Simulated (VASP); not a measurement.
BaTe:

```
CELL_PARAMETERS angstrom
0.00000 3.41000 3.41000
3.41000 0.00000 3.41000
3.41000 3.41000 0.00000
ATOMIC_POSITIONS crystal
Ba 0.00000 0.00000 0.00000
Te 0.50000 0.50000 0.50000
```

Base run:

* Program: VASP 6.6.1
* Functional: PBE
* Potentials or basis: VASP PAW PBE potentials, release 64 (Ba_sv, Te)
* Cutoff: 520 eV
* k mesh: 6 × 6 × 6
* Occupations: fermi-dirac, width 0.05 eV
* Spin: no spin polarisation

Its results: band gap on the k mesh 1.33 eV, indirect (least direct gap 1.71 eV); pressure 4.3 GPa.

**Question.** After a change of settings the same cell gave: band gap on the k mesh 1.24 eV, indirect (least direct gap 1.62 eV); pressure 2.4 GPa. Which change was it?
A. k mesh from 6 × 6 × 6 to 4 × 4 × 4; occupations from fermi-dirac, width 0.05 eV to fermi-dirac, width 0.03 eV
B. functional from PBE to PBEsol
C. k mesh from 6 × 6 × 6 to 7 × 7 × 7; occupations from fermi-dirac, width 0.05 eV to gaussian, width 0.02 eV
D. k mesh from 6 × 6 × 6 to 7 × 7 × 7

**Answer.** B.

PBEsol binds more tightly than PBE, so the same cell stands under less pressure.

Caveats: spin-orbit coupling is left out, which moves the levels of the heavy elements; the PAW data sets were made with another functional, which shifts forces and pressure a little (some runs).
